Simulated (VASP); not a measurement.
LiF: electric field gradients with LDA

LiF:

```xyz
2
Lattice="0.0000 2.0140 2.0341 2.0140 0.0000 2.0341 2.0140 2.0140 0.0000" Properties=species:S:1:pos:R:3 pbc="T T T"
Li    0.0000    0.0000    0.0000
F     2.0140    2.0140    2.0341
```

This cell differs from its parent crystal: zz strain of +1 %.

```json
{"Program": "VASP 6.6.1", "Task": "electric field gradients", "Functional": "LDA", "Potentials or basis": "VASP PAW LDA potentials, release 64 (Li_sv, F)", "Cutoff": "650 eV", "k mesh": "10 × 10 × 10", "Occupations": "fermi-dirac, width 0.03 eV", "Spin": "no spin polarisation", "Dipole correction": "no", "Further INCAR settings": "ALGO = Normal; EDIFF = 1e-08; NBANDS = 12"}
```

```yaml
Pressure: -7.8 GPa
Band_gap_on_the_k_mesh: 8.73 eV
Largest_electric_field_gradient_by_atom: Li +0.1; F +0.4 V/Å²
```

Stress tensor (GPa, compression positive):
```
-7.59  0.00  0.00
 0.00 -7.59  0.00
 0.00  0.00 -8.13
```

Levels at points of the mesh, in eV from the valence-band top:
| k point | band 3 | band 4 | band 5 | band 6 | band 7 | band 8 |
| --- | --- | --- | --- | --- | --- | --- |
| (0.00, 0.00, 0.00) | -0.02 | -0.02 | 0.00 | 8.73 | 23.17 | 23.40 |
| (0.50, 0.00, 0.00) | -2.57 | -0.25 | -0.23 | 10.31 | 16.24 | 18.24 |
| (0.50, 0.50, 0.00) | -3.09 | -1.01 | -1.01 | 14.19 | 16.06 | 16.98 |
| (0.50, 0.00, 0.50) | -3.08 | -1.07 | -1.01 | 14.37 | 15.93 | 17.00 |

Electric field gradients, principal values (V/Å²):
| atom | least | middle | greatest (by size) |
| --- | --- | --- | --- |
| 1 Li | -0.025 | -0.028 | 0.052 |
| 2 F | -0.181 | -0.181 | 0.362 |

Run time: 51 s on 1 thread of Intel Xeon 8259CL (shared host), peak memory 0.11 GiB.

Caveat: the cell differs from its parent crystal (zz strain of +1 %); the cell stands under tension; without QUAD_EFG the Cq values of the log hold for a quadrupole moment of 1 mb, not for the nuclei. A k mesh can miss the band edges.
